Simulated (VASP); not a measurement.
# GaP in VASP: notebook

The runs below take GaP through single point, with PBEsol.

Everything below comes from runs of VASP 6.6.1. Logs are shortened: lines on timing, memory, paths and dates and some standing lists are left out, and cuts for length are marked.

### Step 1. The cell of the first run

The structure is tetragonal, space group I-4m2 (No. 119). Conventional cell: a = 3.854 Å, b = 3.854 Å, c = 5.505 Å, α = 90.00°, β = 90.00°, γ = 90.00°. Within 3.1 Å of Ga (site symmetry -4m2) lie 4 P at 2.37 Å. Within 3.1 Å of P (site symmetry -4m2) lie 4 Ga at 2.37 Å.

### Step 2. Single point, PBEsol (zz strain of +1 %)

File INCAR:

```
ALGO = Normal
EDIFF = 1E-7
ENCUT = 520
GGA = PS
ISIF = 2
ISMEAR = -1
LASPH = True
LCHARG = True
LELF = True
LREAL = False
LVHAR = True
LWAVE = False
NBANDS = 16
NELM = 80
PREC = Accurate
SIGMA = 0.08
```

File KPOINTS:

```
k-points
0
Gamma
  12 12 12
```

File POSCAR:

```
GaP
1.0
    0.0000000000      2.7252500000      2.7525025000
    2.7252500000      0.0000000000      2.7525025000
    2.7252500000      2.7252500000      0.0000000000
Ga P
1 1
Direct
    0.0000000000      0.0000000000      0.0000000000
    0.7500000000      0.7500000000      0.7500000000
```

Potentials or basis: VASP PAW PBE potentials, release 64 (Ga_d, P).

On the command line:

```sh
> cat potpaw_PBE.64/Ga_d/POTCAR potpaw_PBE.64/P/POTCAR > POTCAR
> mpirun -np 1 vasp_std > vasp.out
```

OUTCAR:

```text
EDIFF = 1E-7
   ENCUT = 520
   GGA = PS
   ISIF = 2
   ISMEAR = -1
   LASPH = True
   LREAL = False
   NELM = 80
   PREC = Accurate

 ion  position               nearest neighbor table
   1  0.000  0.000  0.000-   2 2.37   2 2.37   2 2.37   2 2.37
   2  0.750  0.750  0.750-   1 2.37   1 2.37   1 2.37   1 2.37

  LATTYP: Found a body centered tetragonal cell.
 ALAT       =     3.8540855109
 C/A-ratio  =     1.4283556980

  Lattice vectors:

 A1 = (  -2.7252500000,   0.0000000000,   2.7525025000)
 A2 = (   2.7252500000,   0.0000000000,   2.7525025000)
 A3 = (   0.0000000000,   2.7252500000,  -2.7525025000)

Analysis of symmetry for initial positions (statically):
=====================================================================
 Subroutine PRICEL returns:
 Original cell was already a primitive cell.

 Routine SETGRP: Setting up the symmetry group for a
 body centered tetragonal supercell.

 Subroutine GETGRP returns: Found  8 space group operations
 (whereof  8 operations were pure point group operations)
 out of a pool of 16 trial point group operations.

The static configuration has the point symmetry D_2d.

Analysis of symmetry for dynamics (positions and initial velocities):
=====================================================================
 Subroutine PRICEL returns:
 Original cell was already a primitive cell.

 Routine SETGRP: Setting up the symmetry group for a
 body centered tetragonal supercell.

 Subroutine GETGRP returns: Found  8 space group operations
 (whereof  8 operations were pure point group operations)
 out of a pool of 16 trial point group operations.

The dynamic configuration has the point symmetry D_2d.

 Subroutine INISYM returns: Found  8 space group operations
 (whereof  8 operations are pure point group operations),
 and found     1 'primitive' translations

----------------------------------------------------------------------------------------

                                     Primitive cell

  volume of cell :      40.8856

  direct lattice vectors                    reciprocal lattice vectors
     0.000000000  2.725250000  2.752502500    -0.183469406  0.183469406  0.181652878
     2.725250000  0.000000000  2.752502500     0.183469406 -0.183469406  0.181652878
     2.725250000  2.725250000  0.000000000     0.183469406  0.183469406 -0.181652878

  length of vectors
     3.873403875  3.873403875  3.854085511     0.316733033  0.316733033  0.316733033

  position of ions in fractional coordinates (direct lattice)
     0.000000000  0.000000000  0.000000000
     0.750000000  0.750000000  0.750000000

  ion indices of the primitive-cell ions
   primitive index   ion index
                 1           1
                 2           2

----------------------------------------------------------------------------------------

 KPOINTS: k-points

Automatic generation of k-mesh.
 Grid dimensions read from file:
 generate k-points for:   12   12   12

 Generating k-lattice:

  Cartesian coordinates                     Fractional coordinates (reciprocal lattice)
    -0.015289117  0.015289117  0.015137740     0.083333333  0.000000000  0.000000000
     0.015289117 -0.015289117  0.015137740     0.000000000  0.083333333  0.000000000
     0.015289117  0.015289117 -0.015137740    -0.000000000 -0.000000000  0.083333333

  Length of vectors
     0.026394419  0.026394419  0.026394419

  Shift w.r.t. Gamma in fractional coordinates (k-lattice)
     0.000000000  0.000000000  0.000000000

 Subroutine IBZKPT returns following result:
 ===========================================

 Found    163 irreducible k-points:

 Following reciprocal coordinates:
            Coordinates               Weight
  0.000000  0.000000  0.000000      1.000000
  0.083333 -0.000000  0.000000      8.000000
  0.166667 -0.000000  0.000000      8.000000
  0.250000  0.000000  0.000000      8.000000
  0.333333 -0.000000  0.000000      8.000000
  0.416667 -0.000000  0.000000      8.000000
[... 16 lines left out ...]
  0.500000  0.166667  0.000000      8.000000
 -0.416667  0.166667  0.000000      8.000000
 [... further k-points ...]
   k-points           NKPTS =    163   k-points in BZ     NKDIM =    163   number of bands    NBANDS=     16
   number of dos      NEDOS =    301   number of ions     NIONS =      2
   total plane-waves  NPLWV =  27000
   dimension x,y,z NGX =    30 NGY =   30 NGZ =   30
   dimension x,y,z NGXF=    60 NGYF=   60 NGZF=   60
   ions per type =               1   1
   NGX,Y,Z   is equivalent  to a cutoff of  12.88, 12.88, 12.94 a.u.
   NGXF,Y,Z  is equivalent  to a cutoff of  25.75, 25.75, 25.88 a.u.
 SYSTEM =  unknown system
   PREC   = accura    normal or accurate (medium, high low for compatibility)
   ISTART =      0    job   : 0-new  1-cont  2-samecut
   ICHARG =      2    charge: 1-file 2-atom 10-const
   ISPIN  =      1    spin polarized calculation?
   LNONCOLLINEAR =      F non collinear calculations
   LSORBIT =      F    spin-orbit coupling
   LASPH  =      T    aspherical Exc in radial PAW
   ENCUT  =  520.0 eV  38.22 Ry    6.18 a.u.   7.20  7.20  7.17*2*pi/ulx,y,z
   NELM   =     80;   NELMIN=  2; NELMDL= -5     # of ELM steps
   EDIFF  = 0.1E-06   stopping-criterion for ELM
   LREAL  =      F    real-space projection
   EDIFFG = 0.1E-05   stopping-criterion for IOM
   NSW    =      0    number of steps for IOM
   IBRION =     -1    ionic relax: 0-MD 1-quasi-New 2-CG
   NFREE  =      0    steps in history (QN), initial steepest desc. (CG)
   ISIF   =      2    stress and relaxation
   ISYM   =      2    0-nonsym 1-usesym 2-fastsym
   POTIM  = 0.5000    time-step for ionic-motion
   TEBEG  =    0.0;   TEEND  =   0.0 temperature during run
   PSTRESS=    0.0 pullay stress
   NELECT =      18.0000    total number of electrons
   NUPDOWN=      -1.0000    fix difference up-down
   EMIN   =  10.00;   EMAX   =-10.00  energy-range for DOS
   EFERMI =   0.00;   METHOD = LEGACY
   ISMEAR =    -1;   SIGMA  =   0.08  broadening in eV -4-tet -1-fermi 0-gaus
   EFERMI_NEDOS =   21; number of points for ismear=-14 and -15
   IALGO  =     38    algorithm
   IMIX   =      4    mixing-type and parameters
     AMIX     =   0.40;   BMIX     =  1.00
     AMIX_MAG =   1.60;   BMIX_MAG =  1.00
  volume/ion in A,a.u.               =      20.44       137.95
  Fermi-wavevector in a.u.,A,eV,Ry     =   1.245400  2.353465 21.102924  1.551021
  Thomas-Fermi vector in A             =   2.379624
   LORBIT       =      0    0 simple, 1 ext, 2 COOP (PROOUT), +10 PAW based schemes
   GGA     = PS    functional components
   LHFCALC =     F    Hartree Fock is set to
   AEXX    =    0.0000 exact exchange contribution
   IVDW    =     0    specifies the selected vdW correction
   LEPSILON=     F    determine dielectric tensor
   LRPA    =     F    only Hartree local field effects (RPA)
 non-spin polarized calculation
  energy-cutoff  :      520.00
  volume of cell :       40.89
 maximum number of plane-waves:      1119
 NGX is ok and might be reduce to    30
   NGX = 15   NGY = 15   NGZ = 15

 number of electron      17.9999992 magnetization

 Free energy of the ion-electron system (eV)
  ---------------------------------------------------
  ext. energy  EPLUGINS =         0.00000000
  ---------------------------------------------------
  free energy    TOTEN  =        -9.92003735 eV

  energy without entropy =       -9.92003467  energy(sigma->0) =       -9.92003601

 E-fermi :   5.1939     XC(G=0):  -9.9768

 val. band max:        4.4847716949   @ k =   0.0000   0.0000   0.0000
 cond. band min:       5.9240954750   @ k =   0.4167   0.0000   0.4167
 fundamental gap:      1.4393237801
 Fermi energy:         5.1939275092

 k-point     1 :       0.0000    0.0000    0.0000
  band No.  band energies     occupation
      1     -10.0579      2.00000
      2     -10.0550      2.00000
      3     -10.0550      2.00000
      4      -9.9589      2.00000
      5      -9.9576      2.00000
      6      -7.9827      2.00000
[... 8 lines left out ...]
     15      14.1316      0.00000
     16      14.3148      0.00000

 k-point     2 :       0.0833   -0.0000    0.0000
  band No.  band energies     occupation
      1     -10.0623      2.00000
      2     -10.0546      2.00000
      3     -10.0529      2.00000
      4      -9.9591      2.00000
      5      -9.9576      2.00000
      6      -7.8927      2.00000
[... 8 lines left out ...]
     15      13.7674      0.00000
     16      13.9256      0.00000

 k-point     3 :       0.1667   -0.0000    0.0000
  band No.  band energies     occupation
      1     -10.0782      2.00000
      2     -10.0492      2.00000
      3     -10.0474      2.00000
      4      -9.9590      2.00000
      5      -9.9573      2.00000
      6      -7.6289      2.00000
[... 8 lines left out ...]
     15      13.4264      0.00000
     16      14.2730      0.00000

 k-point     4 :       0.2500    0.0000    0.0000
  band No.  band energies     occupation
      1     -10.0984      2.00000
      2     -10.0425      2.00000
      3     -10.0407      2.00000
      4      -9.9581      2.00000
      5      -9.9560      2.00000
      6      -7.2114      2.00000
[... 8 lines left out ...]
     15      13.4023      0.00000
     16      14.1581      0.00000

 k-point     5 :       0.3333   -0.0000    0.0000
  band No.  band energies     occupation
      1     -10.1173      2.00000
      2     -10.0369      2.00000
      3     -10.0351      2.00000
      4      -9.9560      2.00000
      5      -9.9535      2.00000
      6      -6.6864      2.00000
[... 8 lines left out ...]
     15      14.0337      0.00000
     16      14.0746      0.00000

 k-point     6 :       0.4167   -0.0000    0.0000
  band No.  band energies     occupation
      1     -10.1305      2.00000
      2     -10.0336      2.00000
      3     -10.0319      2.00000
      4      -9.9537      2.00000
      5      -9.9508      2.00000
      6      -6.1696      2.00000
[... 8 lines left out ...]
     15      15.1521      0.00000
     16      15.2179      0.00000

 k-point     7 :       0.5000    0.0000    0.0000
  band No.  band energies     occupation
      1     -10.1352      2.00000
      2     -10.0326      2.00000
      3     -10.0309      2.00000
      4      -9.9526      2.00000
      5      -9.9496      2.00000
      6      -5.9251      2.00000
[... 8 lines left out ...]
     15      16.0578      0.00000
     16      16.1416      0.00000

 k-point     8 :       0.0833    0.0833    0.0000
  band No.  band energies     occupation
      1     -10.0681      2.00000
      2     -10.0509      2.00000
      3     -10.0509      2.00000
      4      -9.9592      2.00000
      5      -9.9576      2.00000
      6      -7.8642      2.00000
[... 8 lines left out ...]
     15      13.5957      0.00000
     16      14.4221      0.00000

 k-point     9 :       0.1667    0.0833    0.0000
  band No.  band energies     occupation
      1     -10.0806      2.00000
      2     -10.0469      2.00000
      3     -10.0455      2.00000
      4      -9.9607      2.00000
      5      -9.9563      2.00000
      6      -7.6597      2.00000
[... 8 lines left out ...]
     15      14.2355      0.00000
     16      14.4206      0.00000
[... 172 lines left out ...]
 k-point    19 :       0.1667    0.1667    0.0000
  band No.  band energies     occupation
      1     -10.0930      2.00000
      2     -10.0398      2.00000
      3     -10.0398      2.00000
      4      -9.9645      2.00000
      5      -9.9538      2.00000
      6      -7.5169      2.00000
[... 8 lines left out ...]
     15      14.7395      0.00000
     16      15.0417      0.00000

 k-point    20 :       0.2500    0.1667    0.0000
  band No.  band energies     occupation
      1     -10.1078      2.00000
      2     -10.0337      2.00000
      3     -10.0324      2.00000
      4      -9.9673      2.00000
      5      -9.9516      2.00000
      6      -7.2095      2.00000
[... 8 lines left out ...]
     15      14.8227      0.00000
     16      15.8845      0.00000

 k-point    21 :       0.3333    0.1667    0.0000
  band No.  band energies     occupation
      1     -10.1218      2.00000
      2     -10.0297      2.00000
      3     -10.0257      2.00000
      4      -9.9677      2.00000
      5      -9.9498      2.00000
      6      -6.7629      2.00000
[... 8 lines left out ...]
     15      15.1666      0.00000
     16      15.9049      0.00000

 k-point    22 :       0.4167    0.1667    0.0000
  band No.  band energies     occupation
      1     -10.1327      2.00000
      2     -10.0277      2.00000
      3     -10.0215      2.00000
      4      -9.9652      2.00000
      5      -9.9490      2.00000
      6      -6.2387      2.00000
[... 8 lines left out ...]
     15      15.8192      0.00000
     16      15.9622      0.00000

 k-point    23 :       0.5000    0.1667    0.0000
  band No.  band energies     occupation
      1     -10.1385      2.00000
      2     -10.0274      2.00000
      3     -10.0201      2.00000
      4      -9.9608      2.00000
      5      -9.9503      2.00000
      6      -5.7914      2.00000
[... 8 lines left out ...]
     15      16.0911      0.00000
     16      16.5098      0.00000

 k-point    24 :      -0.4167    0.1667    0.0000
  band No.  band energies     occupation
      1     -10.1380      2.00000
      2     -10.0281      2.00000
      3     -10.0211      2.00000
      4      -9.9565      2.00000
      5      -9.9540      2.00000
      6      -5.7080      2.00000
[... 8 lines left out ...]
     15      14.7391      0.00000
     16      16.2376      0.00000

 [... further k-points ...]
[... 5 lines left out ...]
  --------------------------------------------------------------------------------------
  -------------------------------------------------------------------------------------
  Total       -0.2940659     -0.2940659     -0.4864466      0.0000000      0.0000000     -0.0000000
  in kB      -11.5235120    -11.5235120    -19.0623026      0.0000000      0.0000000     -0.0000000
  external PRESSURE =     -14.0364422 kB  Pullay stress =       0.0000000 kB

 VOLUME and BASIS-vectors are now :
 -----------------------------------------------------------------------------
  energy-cutoff  :      520.00
  volume of cell :       40.89
      direct lattice vectors                 reciprocal lattice vectors
     0.000000000  2.725250000  2.752502500    -0.183469406  0.183469406  0.181652878
     2.725250000  0.000000000  2.752502500     0.183469406 -0.183469406  0.181652878
     2.725250000  2.725250000  0.000000000     0.183469406  0.183469406 -0.181652878

 POSITION                                       TOTAL-FORCE (eV/Angst)
 -----------------------------------------------------------------------------------
      0.00000      0.00000      0.00000        -0.000000     -0.000000     -0.000000
      4.08788      4.08788      4.12875         0.000000      0.000000      0.000000
 -----------------------------------------------------------------------------------
    total drift:                               -0.000001     -0.000001     -0.000000

  FREE ENERGIE OF THE ION-ELECTRON SYSTEM (eV)
  ---------------------------------------------------
  free  energy   TOTEN  =        -9.9200373480 eV

  energy  without entropy=       -9.9200346750  energy(sigma->0) =       -9.92003601
```

Run time: 96 s. Hardware: 1 thread of AMD EPYC 7R43 (Zen 3), shared host; peak memory 0.21 GiB.

Results:

```
Free energy            : -9.9200 eV
Pressure               : -1.4 GPa
Band gap on the k mesh : 1.44 eV, indirect (least direct gap 1.65 eV)
```

Stress tensor (GPa, compression positive):
```
-1.15  0.00  0.00
 0.00 -1.15  0.00
 0.00  0.00 -1.91
```

Caveat: the cell differs from its parent crystal (zz strain of +1 %); the PAW data sets were made with another functional, which shifts forces and pressure a little. A k mesh can miss the band edges.

(Continued in part 2 of 2.)
